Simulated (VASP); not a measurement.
Input of a VASP 6.6.1 run:

INCAR

```
PREC     = Accurate       # precision mode
ENCUT    = 520            # plane-wave cutoff, eV
EDIFF    = 1E-6           # SCF threshold, eV
ISMEAR   = 0              # smearing method
SIGMA    = 0.02           # smearing width, eV
LREAL    = F              # projectors in reciprocal space
LASPH    = T              # aspherical terms in the spheres
NELM     = 100            # most SCF steps
ALGO     = Normal         # electronic algorithm
ISIF     = 2              # what is computed and relaxed
LWAVE    = F              # write WAVECAR
LCHARG   = F              # write CHGCAR
GGA      = PE             # functional
NBANDS   = 55             # bands
```

Contents of KPOINTS:

```
regular mesh
0
Gamma
  6 6 6
```

Contents of POSCAR:

```
In2O3
1.0
    2.7876176665      1.6094318101      4.9190313857
   -2.7876176665      1.6094318101      4.9190313857
    0.0000000000     -3.2188636203      4.9190313857
In O
4 6
Direct
    0.6427970982      0.6427970982      0.6427970982
    0.8572029018      0.8572029018      0.8572029018
    0.3572029018      0.3572029018      0.3572029018
    0.1427970982      0.1427970982      0.1427970982
    0.0465672022      0.7500000000      0.4534327978
    0.7500000000      0.4534327978      0.0465672022
    0.4534327978      0.0465672022      0.7500000000
    0.9534327978      0.2500000000      0.5465672022
    0.5465672022      0.9534327978      0.2500000000
    0.2500000000      0.5465672022      0.9534327978
```

Potentials or basis: VASP PAW PBE potentials, release 64 (In_d, O).

The run is started by

```bash
$ cat potpaw_PBE.64/In_d/POTCAR potpaw_PBE.64/O/POTCAR > POTCAR
$ mpirun -np 1 vasp_std > vasp.out
```

Task: Predict the largest force.

Result: 0.013 eV/Å.

Task: Estimate the pressure.

Result: 0.4 GPa.

Stress tensor (GPa, compression positive):
```
0.47 0.00 0.00
0.00 0.47 0.00
0.00 0.00 0.30
```
